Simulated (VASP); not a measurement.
Ni: single point with PBE

Ni:

```
CELL_PARAMETERS angstrom
0.00000 1.78550 1.78550
1.78550 0.00000 1.78550
1.78550 1.78550 0.00000
ATOMIC_POSITIONS crystal
Ni 0.00000 0.00000 0.00000
```

```yaml
Program: VASP 6.6.1
Task: single point
Functional: PBE
Potentials_or_basis: VASP PAW PBE potentials, release 64 (Ni)
Cutoff: 520 eV
k_mesh: 12 × 12 × 12
Occupations: fermi-dirac, width 0.1 eV
Spin: collinear spin, ferromagnetic start
Starting_moments: "[0.73] μB"
Fixed_moment: 0.73 μB
Dipole_correction: no
Further_INCAR_settings: ALGO = Normal; EDIFF = 1e-06; NBANDS = 15
```

```json
{"Pressure": "-6.8 GPa", "Net moment": "0.73 μB per cell", "Site moments": "Ni +0.74 μB", "Valence electrons inside the program's atomic spheres": "Ni 9.23"}
```

Run time: 25 s on 1 thread of AMD EPYC 9R14 (Zen 4) (shared host), peak memory 0.1 GiB.

Caveat: the total moment is fixed, so each spin has its own Fermi level.
